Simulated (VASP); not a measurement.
# BaF2 (Frankdicksonite) (Fm-3m) in VASP: single point with PBE

Aim: the single point of BaF2 (Frankdicksonite) with PBE.

All numbers are computed with VASP 6.6.1; they aren't measurements. Logs are shortened: lines on timing, memory, paths and dates and some standing lists are left out, and cuts for length are marked.

### Step 1. The cell of the first run

It takes space group Fm-3m (No. 225, cubic). Conventional cell: a = 6.194 Å, b = 6.194 Å, c = 6.194 Å, α = 90.00°, β = 90.00°, γ = 90.00°. Within 3.5 Å of Ba (site symmetry m-3m) lie 8 F at 2.68 Å. F (site symmetry -43m) has 4 Ba at 2.68 Å and 6 F at 3.10 Å within 3.5 Å.

### Step 2. Single point, PBE

Contents of INCAR:

```
SYSTEM = BaF2
PREC     = Accurate       ! precision mode
ENCUT    = 600            ! plane-wave cutoff, eV
EDIFF    = 1E-6           ! SCF threshold, eV
ISMEAR   = 0              ! smearing method
SIGMA    = 0.01           ! smearing width, eV
LREAL    = .False.        ! projectors in reciprocal space
LASPH    = .True.         ! aspherical terms in the spheres
NELM     = 120            ! most SCF steps
ALGO     = Normal         ! electronic algorithm
ISIF     = 2              ! what is computed and relaxed
LWAVE    = .False.        ! write WAVECAR
LCHARG   = .True.         ! write CHGCAR
GGA      = PE             ! functional
LELF     = .True.         ! ELF
LVHAR    = .True.       
NBANDS   = 19             ! bands
GGA_COMPAT= .False.
```

Contents of KPOINTS:

```
Automatic mesh
0
Gamma
  6 6 6
  0 0 0
```

Contents of POSCAR:

```
BaF2
1.0
    0.0000000000      3.0971612412      3.0971612412
    3.0971612412      0.0000000000      3.0971612412
    3.0971612412      3.0971612412      0.0000000000
Ba F
1 2
Direct
    0.0000000000      0.0000000000      0.0000000000
    0.2500000000      0.2500000000      0.2500000000
    0.7500000000      0.7500000000      0.7500000000
```

Potentials or basis: VASP PAW PBE potentials, release 64 (Ba_sv, F).

Run with:

```bash
$ cat potpaw_PBE.64/Ba_sv/POTCAR potpaw_PBE.64/F/POTCAR > POTCAR
$ mpirun -np 1 vasp_std > vasp.out
```

OUTCAR:

```text
SYSTEM = BaF2
   PREC = Accurate
   ENCUT = 600
   EDIFF = 1E-6
   ISMEAR = 0
   LREAL = .False.
   LASPH = .True.
   NELM = 120
   ISIF = 2
   GGA = PE

 ion  position               nearest neighbor table
   1  0.000  0.000  0.000-   3 2.68   3 2.68   3 2.68   2 2.68   3 2.68   2 2.68   2 2.68   2 2.68

   2  0.250  0.250  0.250-   1 2.68   1 2.68   1 2.68   1 2.68
   3  0.750  0.750  0.750-   1 2.68   1 2.68   1 2.68   1 2.68

  LATTYP: Found a face centered cubic cell.
 ALAT       =     6.1943224824

  Lattice vectors:

 A1 = (   0.0000000000,   3.0971612412,   3.0971612412)
 A2 = (   3.0971612412,   0.0000000000,   3.0971612412)
 A3 = (   3.0971612412,   3.0971612412,   0.0000000000)

Analysis of symmetry for initial positions (statically):
=====================================================================
 Subroutine PRICEL returns:
 Original cell was already a primitive cell.

 Routine SETGRP: Setting up the symmetry group for a
 face centered cubic supercell.

 Subroutine GETGRP returns: Found 48 space group operations
 (whereof 48 operations were pure point group operations)
 out of a pool of 48 trial point group operations.

The static configuration has the point symmetry O_h .

Analysis of symmetry for dynamics (positions and initial velocities):
=====================================================================
 Subroutine PRICEL returns:
 Original cell was already a primitive cell.

 Routine SETGRP: Setting up the symmetry group for a
 face centered cubic supercell.

 Subroutine GETGRP returns: Found 48 space group operations
 (whereof 48 operations were pure point group operations)
 out of a pool of 48 trial point group operations.

The dynamic configuration has the point symmetry O_h .

 Subroutine INISYM returns: Found 48 space group operations
 (whereof 48 operations are pure point group operations),
 and found     1 'primitive' translations

----------------------------------------------------------------------------------------

                                     Primitive cell

  volume of cell :      59.4185

  direct lattice vectors                    reciprocal lattice vectors
     0.000000000  3.097161241  3.097161241    -0.161438156  0.161438156  0.161438156
     3.097161241  0.000000000  3.097161241     0.161438156 -0.161438156  0.161438156
     3.097161241  3.097161241  0.000000000     0.161438156  0.161438156 -0.161438156

  length of vectors
     4.380047432  4.380047432  4.380047432     0.279619089  0.279619089  0.279619089

  position of ions in fractional coordinates (direct lattice)
     0.000000000  0.000000000  0.000000000
     0.250000000  0.250000000  0.250000000
     0.750000000  0.750000000  0.750000000

  ion indices of the primitive-cell ions
   primitive index   ion index
                 1           1
                 2           2
                 3           3

----------------------------------------------------------------------------------------

 KPOINTS: Automatic mesh

Automatic generation of k-mesh.
 Grid dimensions read from file:
 generate k-points for:    6    6    6

 Generating k-lattice:

  Cartesian coordinates                     Fractional coordinates (reciprocal lattice)
    -0.026906359  0.026906359  0.026906359     0.166666667  0.000000000  0.000000000
     0.026906359 -0.026906359  0.026906359     0.000000000  0.166666667  0.000000000
     0.026906359  0.026906359 -0.026906359     0.000000000  0.000000000  0.166666667

  Length of vectors
     0.046603181  0.046603181  0.046603181

  Shift w.r.t. Gamma in fractional coordinates (k-lattice)
     0.000000000  0.000000000  0.000000000

 Subroutine IBZKPT returns following result:
 ===========================================

 Found     16 irreducible k-points:

 Following reciprocal coordinates:
            Coordinates               Weight
  0.000000  0.000000  0.000000      1.000000
  0.166667  0.000000  0.000000      8.000000
  0.333333  0.000000  0.000000      8.000000
  0.500000  0.000000  0.000000      4.000000
  0.166667  0.166667  0.000000      6.000000
  0.333333  0.166667  0.000000     24.000000
[... 8 lines left out ...]
 -0.333333  0.333333  0.166667     24.000000
 -0.333333  0.500000  0.166667     12.000000
   k-points           NKPTS =     16   k-points in BZ     NKDIM =     16   number of bands    NBANDS=     19
   number of dos      NEDOS =    301   number of ions     NIONS =      3
   total plane-waves  NPLWV =  46656
   dimension x,y,z NGX =    36 NGY =   36 NGZ =   36
   dimension x,y,z NGXF=    72 NGYF=   72 NGZF=   72
   ions per type =               1   2
   NGX,Y,Z   is equivalent  to a cutoff of  13.66, 13.66, 13.66 a.u.
   NGXF,Y,Z  is equivalent  to a cutoff of  27.33, 27.33, 27.33 a.u.
 SYSTEM =  BaF2
   PREC   = accura    normal or accurate (medium, high low for compatibility)
   ISTART =      0    job   : 0-new  1-cont  2-samecut
   ICHARG =      2    charge: 1-file 2-atom 10-const
   ISPIN  =      1    spin polarized calculation?
   LNONCOLLINEAR =      F non collinear calculations
   LSORBIT =      F    spin-orbit coupling
   LASPH  =      T    aspherical Exc in radial PAW
   ENCUT  =  600.0 eV  44.10 Ry    6.64 a.u.   8.75  8.75  8.75*2*pi/ulx,y,z
   NELM   =    120;   NELMIN=  2; NELMDL= -5     # of ELM steps
   EDIFF  = 0.1E-05   stopping-criterion for ELM
   LREAL  =      F    real-space projection
   EDIFFG = 0.1E-04   stopping-criterion for IOM
   NSW    =      0    number of steps for IOM
   IBRION =     -1    ionic relax: 0-MD 1-quasi-New 2-CG
   NFREE  =      0    steps in history (QN), initial steepest desc. (CG)
   ISIF   =      2    stress and relaxation
   ISYM   =      2    0-nonsym 1-usesym 2-fastsym
   POTIM  = 0.5000    time-step for ionic-motion
   TEBEG  =    0.0;   TEEND  =   0.0 temperature during run
   PSTRESS=    0.0 pullay stress
   NELECT =      24.0000    total number of electrons
   NUPDOWN=      -1.0000    fix difference up-down
   EMIN   =  10.00;   EMAX   =-10.00  energy-range for DOS
   EFERMI =   0.00;   METHOD = LEGACY
   ISMEAR =     0;   SIGMA  =   0.01  broadening in eV -4-tet -1-fermi 0-gaus
   EFERMI_NEDOS =   21; number of points for ismear=-14 and -15
   IALGO  =     38    algorithm
   IMIX   =      4    mixing-type and parameters
     AMIX     =   0.40;   BMIX     =  1.00
     AMIX_MAG =   1.60;   BMIX_MAG =  1.00
  volume/ion in A,a.u.               =      19.81       133.66
  Fermi-wavevector in a.u.,A,eV,Ry     =   1.210147  2.286846 19.925127  1.464456
  Thomas-Fermi vector in A             =   2.345703
   LORBIT       =      0    0 simple, 1 ext, 2 COOP (PROOUT), +10 PAW based schemes
   GGA     = PE    functional components
   LHFCALC =     F    Hartree Fock is set to
   AEXX    =    0.0000 exact exchange contribution
   IVDW    =     0    specifies the selected vdW correction
   LEPSILON=     F    determine dielectric tensor
   LRPA    =     F    only Hartree local field effects (RPA)
 non-spin polarized calculation
 Gauss-broadening in eV      SIGMA  =   0.01
  energy-cutoff  :      600.00
  volume of cell :       59.42
 maximum number of plane-waves:      2012
   NGX = 17   NGY = 17   NGZ = 17

 number of electron      24.0000001 magnetization

 Free energy of the ion-electron system (eV)
  ---------------------------------------------------
  ext. energy  EPLUGINS =         0.00000000
  ---------------------------------------------------
  free energy    TOTEN  =       -17.11004482 eV

  energy without entropy =      -17.11004482  energy(sigma->0) =      -17.11004482

 E-fermi :  -1.9901     XC(G=0):  -8.7135

 val. band max:       -2.0740939906   @ k =  -0.1667   0.1667   0.0000
 cond. band min:       4.7152417851   @ k =   0.0000   0.0000   0.0000
 fundamental gap:      6.7893357757
 Fermi energy:        -1.9900857553

 k-point     1 :       0.0000    0.0000    0.0000
  band No.  band energies     occupation
      1     -25.1532      2.00000
      2     -20.9984      2.00000
      3     -20.9462      2.00000
      4      -9.9866      2.00000
      5      -9.9866      2.00000
      6      -9.9866      2.00000
[... 11 lines left out ...]
     18       9.3472      0.00000
     19      13.4028      0.00000

 k-point     2 :       0.1667    0.0000    0.0000
  band No.  band energies     occupation
      1     -25.1020      2.00000
      2     -21.0301      2.00000
      3     -21.0047      2.00000
      4     -10.0342      2.00000
      5     -10.0282      2.00000
      6     -10.0282      2.00000
[... 11 lines left out ...]
     18       9.3725      0.00000
     19      12.3649      0.00000

 k-point     3 :       0.3333    0.0000    0.0000
  band No.  band energies     occupation
      1     -24.9939      2.00000
      2     -21.1664      2.00000
      3     -21.0552      2.00000
      4     -10.1150      2.00000
      5     -10.1082      2.00000
      6     -10.1082      2.00000
[... 11 lines left out ...]
     18       9.4633      0.00000
     19      11.4591      0.00000

 k-point     4 :       0.5000    0.0000    0.0000
  band No.  band energies     occupation
      1     -24.9365      2.00000
      2     -21.2431      2.00000
      3     -21.0756      2.00000
      4     -10.1494      2.00000
      5     -10.1466      2.00000
      6     -10.1466      2.00000
[... 11 lines left out ...]
     18       9.5365      0.00000
     19      11.8672      0.00000

 k-point     5 :       0.1667    0.1667    0.0000
  band No.  band energies     occupation
      1     -25.0847      2.00000
      2     -21.0345      2.00000
      3     -21.0302      2.00000
      4     -10.0917      2.00000
      5     -10.0917      2.00000
      6      -9.9498      2.00000
[... 11 lines left out ...]
     18       9.4503      0.00000
     19      13.4573      0.00000

 k-point     6 :       0.3333    0.1667    0.0000
  band No.  band energies     occupation
      1     -24.9946      2.00000
      2     -21.1443      2.00000
      3     -21.0756      2.00000
      4     -10.1816      2.00000
      5     -10.1809      2.00000
      6      -9.9720      2.00000
[... 11 lines left out ...]
     18       9.6146      0.00000
     19      12.1068      0.00000

 k-point     7 :       0.5000    0.1667    0.0000
  band No.  band energies     occupation
      1     -24.9181      2.00000
      2     -21.2321      2.00000
      3     -21.1173      2.00000
      4     -10.2117      2.00000
      5     -10.2080      2.00000
      6     -10.0664      2.00000
[... 11 lines left out ...]
     18       9.9887      0.00000
     19      11.8080      0.00000

 k-point     8 :      -0.3333    0.1667    0.0000
  band No.  band energies     occupation
      1     -24.9375      2.00000
      2     -21.2024      2.00000
      3     -21.1147      2.00000
      4     -10.1607      2.00000
      5     -10.1486      2.00000
      6     -10.1407      2.00000
[... 80 lines left out ...]
 k-point    12 :      -0.3333    0.3333    0.0000
  band No.  band energies     occupation
      1     -24.8795      2.00000
      2     -21.2275      2.00000
      3     -21.1859      2.00000
      4     -10.2684      2.00000
      5     -10.2578      2.00000
      6     -10.0382      2.00000
[... 11 lines left out ...]
     18      11.2719      0.00000
     19      12.5982      0.00000

 k-point    13 :       0.5000    0.5000    0.0000
  band No.  band energies     occupation
      1     -24.8600      2.00000
      2     -21.3185      2.00000
      3     -21.1235      2.00000
      4     -10.3814      2.00000
      5     -10.3814      2.00000
      6      -9.8237      2.00000
[... 11 lines left out ...]
     18      10.8698      0.00000
     19      12.8696      0.00000

 k-point    14 :       0.5000    0.3333    0.1667
  band No.  band energies     occupation
      1     -24.9189      2.00000
      2     -21.2093      2.00000
      3     -21.1384      2.00000
      4     -10.2868      2.00000
      5     -10.2015      2.00000
      6     -10.0002      2.00000
[... 11 lines left out ...]
     18      10.3768      0.00000
     19      12.4316      0.00000

 k-point    15 :      -0.3333    0.3333    0.1667
  band No.  band energies     occupation
      1     -24.8795      2.00000
      2     -21.2278      2.00000
      3     -21.1856      2.00000
      4     -10.3378      2.00000
      5     -10.1134      2.00000
      6     -10.1132      2.00000
[... 11 lines left out ...]
     18      11.3483      0.00000
     19      11.9949      0.00000

 k-point    16 :      -0.3333    0.5000    0.1667
  band No.  band energies     occupation
      1     -24.8599      2.00000
      2     -21.2710      2.00000
      3     -21.1735      2.00000
      4     -10.3939      2.00000
      5     -10.2412      2.00000
      6      -9.9623      2.00000
[... 11 lines left out ...]
     18      12.4107      0.00000
     19      12.6746      0.00000

------------------------ aborting loop because EDIFF is reached ----------------------------------------

  FORCE on cell =-STRESS in cart. coord.  units (eV):
  Direction    XX          YY          ZZ          XY          YZ          ZX
  --------------------------------------------------------------------------------------
  -------------------------------------------------------------------------------------
  Total        0.9120202      0.9120202      0.9120202     -0.0000000      0.0000000      0.0000000
  in kB       24.5919844     24.5919844     24.5919844     -0.0000000      0.0000000      0.0000000
  external PRESSURE =      24.5919844 kB  Pullay stress =       0.0000000 kB

 VOLUME and BASIS-vectors are now :
 -----------------------------------------------------------------------------
  energy-cutoff  :      600.00
  volume of cell :       59.42
      direct lattice vectors                 reciprocal lattice vectors
     0.000000000  3.097161241  3.097161241    -0.161438156  0.161438156  0.161438156
     3.097161241  0.000000000  3.097161241     0.161438156 -0.161438156  0.161438156
     3.097161241  3.097161241  0.000000000     0.161438156  0.161438156 -0.161438156

 POSITION                                       TOTAL-FORCE (eV/Angst)
 -----------------------------------------------------------------------------------
      0.00000      0.00000      0.00000         0.000000     -0.000000     -0.000000
      1.54858      1.54858      1.54858        -0.000000     -0.000000      0.000000
      4.64574      4.64574      4.64574         0.000000      0.000000      0.000000
 -----------------------------------------------------------------------------------
    total drift:                                0.000000      0.000000      0.000000

  FREE ENERGIE OF THE ION-ELECTRON SYSTEM (eV)
  ---------------------------------------------------
  free  energy   TOTEN  =       -17.1100448242 eV

  energy  without entropy=      -17.1100448242  energy(sigma->0) =      -17.11004482
```

Run time: 35 s. Hardware: 1 thread of Intel Xeon 8259CL, shared host; peak memory 0.21 GiB.

Results:

| Quantity | Value |
| --- | --- |
| Free energy | -17.1100 eV |
| Pressure | 2.5 GPa |
| Band gap on the k mesh | 6.79 eV, indirect (least direct gap 6.86 eV) |

Levels at points of the mesh, in eV from the valence-band top:
| k point | band 10 | band 11 | band 12 | band 13 | band 14 | band 15 |
| --- | --- | --- | --- | --- | --- | --- |
| (0.00, 0.00, 0.00) | -0.07 | -0.07 | -0.07 | 6.79 | 9.20 | 9.20 |
| (0.50, 0.00, 0.00) | -0.34 | -0.15 | -0.15 | 9.13 | 9.20 | 9.20 |
| (0.50, 0.50, 0.00) | -0.32 | -0.32 | -0.12 | 7.26 | 9.03 | 10.69 |

Caveat: spin-orbit coupling is left out, which moves the levels of the heavy elements. As with any semilocal functional, this PBE gap is likely too small.
